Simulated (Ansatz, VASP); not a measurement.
**AgCl: VASP beside Ansatz**

The input INCAR:

```
SYSTEM = AgCl
PREC = Accurate
ENCUT = 520
EDIFF = 1E-8
ISMEAR = -1
SIGMA = 0.03
LREAL = .False.
LASPH = .True.
NELM = 100
ALGO = Normal
ISIF = 2
LWAVE = .False.
LCHARG = .False.
GGA = PE
LEFG = .True.
NBANDS = 26
```

Contents of KPOINTS:

```
regular mesh
0
Gamma
  9 9 8
  0 0 0
```

POSCAR

```
AgCl
1.0
    1.9076035228     -5.6655757514      0.0000000000
    1.9076035228      5.6655757514      0.0000000000
    0.0000000000      0.0000000000      4.0009987977
Ag Cl
2 2
Direct
    0.3965554000      0.6034446000      0.7500000000
    0.6034446000      0.3965554000      0.2500000000
    0.8654487300      0.1345512700      0.2500000000
    0.1345512700      0.8654487300      0.7500000000
```

Input for Ansatz:

```yaml
crystal:
  lattice:
    - [1.9076035228, -5.6655757514, 0.0]
    - [1.9076035228, 5.6655757514, 0.0]
    - [0.0, 0.0, 4.0009987977]
  atoms:
    - { symbol: Ag, position: [0.3965554, 0.6034446, 0.75] }
    - { symbol: Ag, position: [0.6034446, 0.3965554, 0.25] }
    - { symbol: Cl, position: [0.86544873, 0.13455127, 0.25] }
    - { symbol: Cl, position: [0.13455127, 0.86544873, 0.75] }
kpoints:
  mp_grid: { grid: [9, 9, 8] }
scf:
  occupations: { method: fermi_dirac, width: 0.03 }
hamiltonian:
  xc: pbe
  pseudopotentials: { kind: paw }
output:
  forces: true
  stress: true
  eigenvalues: true
  efg: { contact_densities: true }
```

Change from the starting cell: volume scaled by 1.06, PAW files.

Alike in both runs: task electric field gradients; functional PBE; k mesh 9 × 9 × 8; occupations fermi-dirac, width 0.03 eV; no spin polarisation.

|  | VASP | Ansatz |
| --- | --- | --- |
| version | VASP 6.6.1 | Ansatz 0.2.0 |
| potentials or method | VASP PAW PBE potentials, release 64 (Ag, Cl) | PAW with Ansatz's default frozen-core files, scalar-relativistic |
| plane-wave cutoff (eV) | 520 | 420 |
| valence electrons in the cell | 36 | 52 |

|  | VASP | Ansatz | Ansatz less VASP |
| --- | --- | --- | --- |
| pressure (GPa) | -1.2 | -1.1 | +0.13 |
| traceless stress, the component that is largest in VASP (GPa) | 0.75 | 0.71 | -0.038 |
| rms of the force components (eV/Å) | 0.025 | 0.024 | -0.0011 |
| size of Vzz on the site where it differs most (V/Å²) | 46.8 | 45.4 | -1.42 |

Atom by atom the forces differ by 0.002 eV/Å (rms over components). With one functional, cell and mesh, what is left measures potentials, basis and numerics. VASP's potentials hold 36 valence electrons a cell and Ansatz's 52, so a difference there can come from the potentials and not from the codes.
